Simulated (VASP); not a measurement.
Here is a VASP 6.6.1 calculation.

INCAR

```
SYSTEM = Sn2Te3Se
PREC = Accurate
ENCUT = 520
EDIFF = 1E-7
ISMEAR = 0
SIGMA = 0.1
LREAL = .False.
LASPH = .True.
NELM = 80
ALGO = Normal
ISIF = 2
LWAVE = .False.
LCHARG = .False.
GGA = PE
NBANDS = 35
```

Contents of KPOINTS:

```
regular mesh
0
Gamma
  12 12 6
  0 0 0
```

POSCAR

```
Sn2Te3Se
1.0
    5.2271063425      0.0000000032      0.0000000000
   -2.6135531740      4.5268068793      0.0000000000
    0.0000000000      0.0000000000      7.4737008401
Sn Te Se
2 3 1
Direct
    0.3333333333      0.6666666667      0.2263350699
    0.3333333333      0.6666666667      0.7736649301
    0.6666666667      0.3333333333      0.5000000000
    0.0000000000      0.0000000000      0.0000000000
    0.0000000000      0.0000000000      0.5000000000
    0.6666666667      0.3333333333      0.0000000000
```

Potentials or basis: VASP PAW PBE potentials, release 64 (Sn_d, Te, Se).

Command:

```console
$ cat potpaw_PBE.64/Sn_d/POTCAR potpaw_PBE.64/Te/POTCAR potpaw_PBE.64/Se/POTCAR > POTCAR
$ mpirun -np 1 vasp_std > vasp.out
```

Q: Predict the largest force.

A: 0.003 eV/Å.

Q: Predict the pressure.

A: -0.1 GPa.

Forces in eV/Å, atoms in the order of the input:
```
Sn   0.000  0.000 -0.003
Sn   0.000  0.000  0.003
Te   0.000  0.000  0.000
Te   0.000  0.000  0.000
Te   0.000  0.000  0.000
Se   0.000  0.000  0.000
```
